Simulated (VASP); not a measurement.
# VBiO4 (I4_1/amd) in VASP: electric field gradients with PBE

Aim: the electric field gradients of VBiO4 with PBE.

All numbers are computed with VASP 6.6.1; they aren't measurements. Logs are shortened: lines on timing, memory, paths and dates and some standing lists are left out, and cuts for length are marked.

## Step 1: The cell of the first run

Symmetry: I4_1/amd, No. 141, tetragonal system. Conventional cell: a = 7.303 Å, b = 7.303 Å, c = 6.584 Å, α = 90.00°, β = 90.00°, γ = 90.00°. Within 2.3 Å of V (site symmetry -4m2) lie 4 O at 1.73 Å. Bi (site symmetry -4m2) has 8 O at 2.39 to 2.56 Å and 2 V at 3.29 Å within 3.3 Å. O (site symmetry m) has 1 V at 1.73 Å and 1 Bi at 2.39 Å within 2.4 Å.

## Step 2: Electric field gradients, PBE

Contents of INCAR:

```
  PREC = Accurate
  ENCUT = 1000
  EDIFF = 1E-8
  ISMEAR = -1
  SIGMA = 0.15
  LREAL = False
  LASPH = True
  NELM = 120
  ALGO = Normal
  ISIF = 2
  LWAVE = False
  LCHARG = False
  GGA = PE
  LEFG = True
  NBANDS = 64
  GGA_COMPAT = False
```

Contents of KPOINTS:

```
regular mesh
0
Gamma
  4 4 4
```

Contents of POSCAR:

```
VBiO4
1.0
   -3.6515000000      3.6515000000      3.2920000000
    3.6515000000     -3.6515000000      3.2920000000
    3.6515000000      3.6515000000     -3.2920000000
V Bi O
2 2 8
Direct
    0.5000000000      0.5000000000      0.0000000000
    0.2500000000      0.7500000000      0.5000000000
    0.7500000000      0.2500000000      0.5000000000
    0.0000000000      0.0000000000      0.0000000000
    0.1508117925      0.3324979492      0.8183138433
    0.0824979492      0.7641841059      0.6816861567
    0.5141841059      0.3324979492      0.1816861567
    0.0824979492      0.4008117925      0.3183138433
    0.5991882075      0.9175020508      0.6816861567
    0.6675020508      0.8491882075      0.1816861567
    0.2358158941      0.9175020508      0.3183138433
    0.6675020508      0.4858158941      0.8183138433
```

Potentials or basis: VASP PAW PBE potentials, release 64 (V_sv, Bi_d, O_h).

On the command line:

```
$ cat potpaw_PBE.64/V_sv/POTCAR potpaw_PBE.64/Bi_d/POTCAR potpaw_PBE.64/O_h/POTCAR > POTCAR
$ mpirun -np 1 vasp_std > vasp.out
```

OUTCAR:

```text
PREC = Accurate
   ENCUT = 1000
   EDIFF = 1E-8
   ISMEAR = -1
   LREAL = False
   LASPH = True
   NELM = 120
   ISIF = 2
   GGA = PE

 ion  position               nearest neighbor table
   1  0.500  0.500  0.000-   5 1.73  10 1.73   7 1.73  12 1.73   4 3.29   4 3.29
   2  0.250  0.750  0.500-   8 1.73   9 1.73   6 1.73  11 1.73   3 3.29   3 3.29
   3  0.750  0.250  0.500-   7 2.39  12 2.39  10 2.39   5 2.39   6 2.56  11 2.56   9 2.56   8 2.56
                             2 3.29   2 3.29
   4  0.000  0.000  0.000-   6 2.39  11 2.39   9 2.39   8 2.39   7 2.56  12 2.56   5 2.56  10 2.56
                             1 3.29   1 3.29
   5  0.151  0.332  0.818-   1 1.73   3 2.39   4 2.56
   6  0.082  0.764  0.682-   2 1.73   4 2.39   3 2.56
   7  0.514  0.332  0.182-   1 1.73   3 2.39   4 2.56
   8  0.082  0.401  0.318-   2 1.73   4 2.39   3 2.56
   9  0.599  0.918  0.682-   2 1.73   4 2.39   3 2.56
  10  0.668  0.849  0.182-   1 1.73   3 2.39   4 2.56
  11  0.236  0.918  0.318-   2 1.73   4 2.39   3 2.56
  12  0.668  0.486  0.818-   1 1.73   3 2.39   4 2.56

  LATTYP: Found a body centered tetragonal cell.
 ALAT       =     7.3030000000
 C/A-ratio  =     0.9015473093

  Lattice vectors:

 A1 = (  -3.6515000000,   3.6515000000,   3.2920000000)
 A2 = (   3.6515000000,  -3.6515000000,   3.2920000000)
 A3 = (   3.6515000000,   3.6515000000,  -3.2920000000)

Analysis of symmetry for initial positions (statically):
=====================================================================
 Subroutine PRICEL returns:
 Original cell was already a primitive cell.

 Routine SETGRP: Setting up the symmetry group for a
 body centered tetragonal supercell.

 Subroutine GETGRP returns: Found 16 space group operations
 (whereof  8 operations were pure point group operations)
 out of a pool of 16 trial point group operations.

The static configuration has the point symmetry D_2d.
 The point group associated with its full space group is D_4h.

Analysis of symmetry for dynamics (positions and initial velocities):
=====================================================================
 Subroutine PRICEL returns:
 Original cell was already a primitive cell.

 Routine SETGRP: Setting up the symmetry group for a
 body centered tetragonal supercell.

 Subroutine GETGRP returns: Found 16 space group operations
 (whereof  8 operations were pure point group operations)
 out of a pool of 16 trial point group operations.

The dynamic configuration has the point symmetry D_2d.
 The point group associated with its full space group is D_4h.

 Subroutine INISYM returns: Found 16 space group operations
 (whereof  8 operations are pure point group operations),
 and found     1 'primitive' translations

----------------------------------------------------------------------------------------

                                     Primitive cell

  volume of cell :     175.5749

  direct lattice vectors                    reciprocal lattice vectors
    -3.651500000  3.651500000  3.292000000     0.000000000  0.136930029  0.151883354
     3.651500000 -3.651500000  3.292000000     0.136930029  0.000000000  0.151883354
     3.651500000  3.651500000 -3.292000000     0.136930029  0.136930029  0.000000000

  length of vectors
     6.124064704  6.124064704  6.124064704     0.204495442  0.204495442  0.193648304

  position of ions in fractional coordinates (direct lattice)
     0.500000000  0.500000000  0.000000000
     0.250000000  0.750000000  0.500000000
     0.750000000  0.250000000  0.500000000
     0.000000000  0.000000000  0.000000000
     0.150811793  0.332497949  0.818313843
     0.082497949  0.764184106  0.681686157
     0.514184106  0.332497949  0.181686157
     0.082497949  0.400811793  0.318313843
     0.599188207  0.917502051  0.681686157
     0.667502051  0.849188207  0.181686157
     0.235815894  0.917502051  0.318313843
     0.667502051  0.485815894  0.818313843

  ion indices of the primitive-cell ions
   primitive index   ion index
                 1           1
                 2           2
                 3           3
                 4           4
                 5           5
                 6           6
                 7           7
                 8           8
                 9           9
                10          10
                11          11
                12          12

----------------------------------------------------------------------------------------

 KPOINTS: regular mesh

[... 51 lines left out ...]
   LSORBIT =      F    spin-orbit coupling
   LASPH  =      T    aspherical Exc in radial PAW
   ENCUT  = 1000.0 eV  73.50 Ry    8.57 a.u.  15.79 15.79 15.79*2*pi/ulx,y,z
   NELM   =    120;   NELMIN=  2; NELMDL= -5     # of ELM steps
   EDIFF  = 0.1E-07   stopping-criterion for ELM
   LREAL  =      F    real-space projection
   EDIFFG = 0.1E-06   stopping-criterion for IOM
   NSW    =      0    number of steps for IOM
   IBRION =     -1    ionic relax: 0-MD 1-quasi-New 2-CG
   NFREE  =      0    steps in history (QN), initial steepest desc. (CG)
   ISIF   =      2    stress and relaxation
   ISYM   =      2    0-nonsym 1-usesym 2-fastsym
   POTIM  = 0.5000    time-step for ionic-motion
   TEBEG  =    0.0;   TEEND  =   0.0 temperature during run
   PSTRESS=    0.0 pullay stress
   NELECT =     104.0000    total number of electrons
   NUPDOWN=      -1.0000    fix difference up-down
   EMIN   =  10.00;   EMAX   =-10.00  energy-range for DOS
   EFERMI =   0.00;   METHOD = LEGACY
   ISMEAR =    -1;   SIGMA  =   0.15  broadening in eV -4-tet -1-fermi 0-gaus
   EFERMI_NEDOS =   21; number of points for ismear=-14 and -15
   IALGO  =     38    algorithm
   IMIX   =      4    mixing-type and parameters
     AMIX     =   0.40;   BMIX     =  1.00
     AMIX_MAG =   1.60;   BMIX_MAG =  1.00
  volume/ion in A,a.u.               =      14.63        98.74
  Fermi-wavevector in a.u.,A,eV,Ry     =   1.374881  2.598149 25.719065  1.890298
  Thomas-Fermi vector in A             =   2.500267
   LORBIT       =      0    0 simple, 1 ext, 2 COOP (PROOUT), +10 PAW based schemes
   GGA     = PE    functional components
   LHFCALC =     F    Hartree Fock is set to
   AEXX    =    0.0000 exact exchange contribution
   IVDW    =     0    specifies the selected vdW correction
   LEPSILON=     F    determine dielectric tensor
   LRPA    =     F    only Hartree local field effects (RPA)
 non-spin polarized calculation
  energy-cutoff  :     1000.00
  volume of cell :      175.57
 maximum number of plane-waves:     12638
   NGX = 31   NGY = 31   NGZ = 31

 number of electron     104.0000000 magnetization

 Free energy of the ion-electron system (eV)
  ---------------------------------------------------
  ext. energy  EPLUGINS =         0.00000000
  ---------------------------------------------------
  free energy    TOTEN  =       -89.38415788 eV

  energy without entropy =      -89.38386276  energy(sigma->0) =      -89.38401032

 E-fermi :   4.5637     XC(G=0):  -9.9929

 val. band max:        3.1364937589   @ k =   0.5000   0.0000   0.0000
 cond. band min:       5.9315365312   @ k =   0.5000   0.0000   0.0000
 fundamental gap:      2.7950427723
 Fermi energy:         4.5636660062

 k-point     1 :       0.0000    0.0000    0.0000
  band No.  band energies     occupation
      1     -60.6054      2.00000
      2     -60.6050      2.00000
      3     -34.6454      2.00000
      4     -34.6453      2.00000
      5     -34.5100      2.00000
      6     -34.5100      2.00000
[... 860 lines left out ...]
     63       9.5174      0.00000
     64       9.5176      0.00000

------------------------ aborting loop because EDIFF is reached ----------------------------------------

  FORCE on cell =-STRESS in cart. coord.  units (eV):
  Direction    XX          YY          ZZ          XY          YZ          ZX
  --------------------------------------------------------------------------------------
  -------------------------------------------------------------------------------------
  Total        2.1617457      2.1617457     -1.6616077      0.0000000      0.0000000      0.0000000
  in kB       19.7266237     19.7266237    -15.1627040      0.0000000      0.0000000      0.0000000
  external PRESSURE =       8.0968478 kB  Pullay stress =       0.0000000 kB

 VOLUME and BASIS-vectors are now :
 -----------------------------------------------------------------------------
  energy-cutoff  :     1000.00
  volume of cell :      175.57
      direct lattice vectors                 reciprocal lattice vectors
    -3.651500000  3.651500000  3.292000000     0.000000000  0.136930029  0.151883354
     3.651500000 -3.651500000  3.292000000     0.136930029  0.000000000  0.151883354
     3.651500000  3.651500000 -3.292000000     0.136930029  0.136930029  0.000000000

 POSITION                                       TOTAL-FORCE (eV/Angst)
 -----------------------------------------------------------------------------------
      0.00000      0.00000      3.29200        -0.000000     -0.000000     -0.000000
      3.65150      0.00000      1.64600        -0.000000     -0.000000     -0.000000
      0.00000      3.65150      1.64600        -0.000000     -0.000000     -0.000000
      0.00000      0.00000      0.00000        -0.000000     -0.000000     -0.000000
      3.65150      2.32465     -1.10283        -0.000000     -0.067246     -0.062745
      4.97835      0.00000      0.54317         0.067246     -0.000000     -0.062745
      0.00000      1.32685      2.18917        -0.000000      0.067246     -0.062745
      2.32465     -0.00000      0.54317        -0.067246     -0.000000     -0.062745
      3.65150      1.32685      2.74883        -0.000000      0.067246      0.062745
      1.32685      0.00000      4.39483         0.067246      0.000000      0.062745
      3.65150     -1.32685      2.74883        -0.000000     -0.067246      0.062745
      2.32465      3.65150      1.10283        -0.067246     -0.000000      0.062745
 -----------------------------------------------------------------------------------
    total drift:                               -0.000000     -0.000000      0.000000

  FREE ENERGIE OF THE ION-ELECTRON SYSTEM (eV)
  ---------------------------------------------------
  free  energy   TOTEN  =       -89.3841578784 eV

  energy  without entropy=      -89.3838627594  energy(sigma->0) =      -89.38401032

 Electric field gradients (V/A^2)
---------------------------------------------------------------------
 ion       V_xx      V_yy      V_zz      V_xy      V_xz      V_yz
---------------------------------------------------------------------
   1      16.350    16.350   -32.701    -0.000    -0.000    -0.000
   2      16.350    16.350   -32.701    -0.000    -0.000    -0.000
   3     -63.280   -63.280   126.560    -0.000    -0.000    -0.000
   4     -63.280   -63.280   126.560    -0.000    -0.000    -0.000
   5     -34.053    23.962    10.091     0.000    -0.001     6.536
   6      23.962   -34.053    10.092     0.001    -6.535     0.000
   7     -34.053    23.962    10.092     0.001     0.000    -6.535
   8      23.962   -34.053    10.091     0.000     6.536    -0.001
   9     -34.053    23.962    10.091     0.000    -0.001     6.536
  10      23.962   -34.053    10.091     0.000     6.536    -0.001
  11     -34.053    23.962    10.092     0.001     0.000    -6.535
  12      23.962   -34.053    10.092     0.001    -6.535     0.000
---------------------------------------------------------------------

 Electric field gradients after diagonalization (V/A^2)
 (convention: |V_zz| > |V_xx| > |V_yy|)
----------------------------------------------------------------------
 ion       V_xx      V_yy      V_zz     asymmetry (V_yy - V_xx)/ V_zz
----------------------------------------------------------------------
   1      16.351    16.350   -32.701       0.000
   2      16.351    16.350   -32.701       0.000
   3     -63.280   -63.279   126.560       0.000
   4     -63.280   -63.279   126.560       0.000
   5      26.556     7.497   -34.053       0.560
   6      26.556     7.498   -34.053       0.560
   7      26.556     7.498   -34.053       0.560
   8      26.556     7.497   -34.053       0.560
   9      26.556     7.497   -34.053       0.560
  10      26.556     7.497   -34.053       0.560
  11      26.556     7.498   -34.053       0.560
  12      26.556     7.498   -34.053       0.560
----------------------------------------------------------------------

           NMR quadrupolar parameters

 Cq : quadrupolar parameter    Cq=e*Q*V_zz/h
 eta: asymmetry parameters     (V_yy - V_xx)/ V_zz
 Q  : nuclear electric quadrupole moment in mb (millibarn)
----------------------------------------------------------------------
 ion       Cq(MHz)       eta       Q (mb)
----------------------------------------------------------------------
   1      -0.079       0.000       1.000
   2      -0.079       0.000       1.000
   3       0.306       0.000       1.000
   4       0.306       0.000       1.000
   5      -0.082       0.560       1.000
   6      -0.082       0.560       1.000
   7      -0.082       0.560       1.000
   8      -0.082       0.560       1.000
   9      -0.082       0.560       1.000
  10      -0.082       0.560       1.000
  11      -0.082       0.560       1.000
  12      -0.082       0.560       1.000
----------------------------------------------------------------------
```

Wall time 13 min (1 thread of Intel Xeon Platinum 8375C at 2.90GHz (Ice Lake), shared host); peak memory 0.72 GiB.

Results:

* Free energy: -89.3842 eV
* Pressure: 0.8 GPa
* Largest force: 0.092 eV/Å
* Band gap on the k mesh: 2.79 eV
* Largest electric field gradient by atom: V -32.7; Bi +126.6; O -34.1 V/Å²

Forces on the atoms (eV/Å):
```
V    0.000  0.000  0.000
V    0.000  0.000  0.000
Bi   0.000  0.000  0.000
Bi   0.000  0.000  0.000
O    0.000 -0.067 -0.063
O    0.067  0.000 -0.063
O    0.000  0.067 -0.063
O   -0.067  0.000 -0.063
O    0.000  0.067  0.063
O    0.067  0.000  0.063
O    0.000 -0.067  0.063
O   -0.067  0.000  0.063
```

Levels at points of the mesh, in eV from the valence-band top:
```tsv
k point	band 49	band 50	band 51	band 52	band 53	band 54	band 55	band 56
(0.00, 0.00, 0.00)	-0.59	-0.45	-0.45	-0.20	3.20	3.73	3.73	3.75
(0.50, 0.00, 0.00)	-0.74	-0.55	-0.35	0.00	2.79	3.31	3.42	3.58
(0.50, 0.50, 0.00)	-0.52	-0.52	-0.35	-0.35	3.36	3.36	3.66	3.66
(0.50, 0.50, 0.50)	-0.70	-0.70	-0.54	-0.54	3.50	3.50	3.62	3.62
```

Electric field gradients, principal values (V/Å²):
```tsv
atom	least	middle	greatest (by size)
1 V	16.350	16.351	-32.701
2 V	16.350	16.351	-32.701
3 Bi	-63.279	-63.280	126.560
4 Bi	-63.279	-63.280	126.560
5 O	7.497	26.556	-34.053
6 O	7.498	26.556	-34.053
7 O	7.498	26.556	-34.053
8 O	7.497	26.556	-34.053
9 O	7.497	26.556	-34.053
10 O	7.497	26.556	-34.053
11 O	7.498	26.556	-34.053
12 O	7.498	26.556	-34.053
```

Caveat: without QUAD_EFG the Cq values of the log hold for a quadrupole moment of 1 mb, not for the nuclei; spin-orbit coupling is left out, which moves the levels of the heavy elements. A k mesh can miss the band edges.
